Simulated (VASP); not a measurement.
Wanted: the native input for a VASP 6.6.1 run.

| Item | Value |
| --- | --- |
| Task | single point |
| Functional | r2SCAN |
| Potentials or basis | VASP PAW PBE potentials, release 64 (W_sv, C) |
| Cutoff | 520 eV |
| k mesh | 18 × 18 × 16 |
| Occupations | gaussian, width 0.15 eV |
| Spin | no spin polarisation |
| Dipole correction | no |
| Further INCAR settings | ALGO = Normal; EDIFF = 1e-06; NBANDS = 16 |

The system is WC.

```xyz
2
Lattice="2.9005 0.0000 0.0000 -1.4503 2.5119 0.0000 0.0000 0.0000 2.8290" Properties=species:S:1:pos:R:3 pbc="T T T"
W     0.0000    0.0000    0.1125
C     1.4503    0.8373    1.4145
```

This cell differs from its parent crystal: all W atoms moved +0.113 Å, as atom 1 along Cartesian [0 0 1].

These files were run (other wordings do the same):

POSCAR

```
WC
1.0
    2.9005014360      0.0000000000      0.0000000000
   -1.4502507180      2.5119079273      0.0000000000
    0.0000000000      0.0000000000      2.8290000000
W C
1 1
Direct
    0.0000000000      0.0000000000      0.0397667020
    0.6666666667      0.3333333333      0.5000000000
```

INCAR.step1

```
PREC = Accurate
ENCUT = 520
ISMEAR = 0
SIGMA = 0.15
LREAL = F
LASPH = T
NELM = 80
NBANDS = 16
GGA = PE
ALGO = Normal
EDIFF = 1E-4
LWAVE = T
LCHARG = F
```

INCAR.step2

```
PREC = Accurate
ENCUT = 520
EDIFF = 1E-6
ISMEAR = 0
SIGMA = 0.15
LREAL = F
LASPH = T
NELM = 80
ALGO = Normal
ISIF = 2
LWAVE = F
LCHARG = F
METAGGA = R2SCAN
LMIXTAU = T
NBANDS = 16
ISTART = 1
```

KPOINTS

```
regular mesh
0
Gamma
  18 18 16
```

Potentials or basis: VASP PAW PBE potentials, release 64 (W_sv, C).

Command:

```sh
$ cat potpaw_PBE.64/W_sv/POTCAR potpaw_PBE.64/C/POTCAR > POTCAR
$ cp INCAR.step1 INCAR
$ mpirun -np 1 vasp_std > vasp.out
$ cp INCAR.step2 INCAR
$ mpirun -np 1 vasp_std > vasp.out
```

It gave:

The pressure is 9.3 GPa. The largest force is 1.641 eV/Å and the band gap on the k mesh is zero (band 9 reaches 11.83 eV, above the bottom of band 10 at 10.59 eV).

Caveat: the cell differs from its parent crystal (all W atoms moved +0.113 Å, as atom 1 along Cartesian [0 0 1]); the PAW data sets were made with another functional, which shifts forces and pressure a little; spin-orbit coupling is left out, which moves the levels of the heavy elements.

Wall time 5.2 min on 1 thread of Intel(R) Xeon(R) 6975P-C (Granite Rapids), on a shared host, peak memory 0.28 GiB.
